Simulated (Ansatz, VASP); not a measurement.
**As in VASP and in Ansatz**

```
CELL_PARAMETERS angstrom
-1.24077 1.24077 1.24077
1.24077 -1.24077 1.24077
1.24077 1.24077 -1.24077
ATOMIC_POSITIONS crystal
As 0.00000 0.00000 0.00000
```

Change from the starting cell: volume scaled by 0.4, crystal datasets.

Alike in both runs: task single point; functional PBE; k mesh 16 × 16 × 16; occupations fermi-dirac, width 0.05 eV; no spin polarisation.

|  | VASP | Ansatz |
| --- | --- | --- |
| version | VASP 6.6.1 | Ansatz 0.2.0 |
| potentials or method | VASP PAW PBE potentials, release 64 (As), cutoff 520 eV | all-electron PAW with datasets made for the crystal, scalar-relativistic |

Ansatz gave:

| Item | Value |
| --- | --- |
| pressure (GPa) | 542.6 |

**Question.** Which values does VASP return?

**Answer.** Pressure (GPa): 571.6.

Both programs put the cell under a high pressure, so it lies far from rest at this level. Ansatz ran all-electron here, and VASP with PAW potentials. Ansatz's warnings: printed levels off.

Noted on VASP's run: the cell as given lies far from equilibrium.
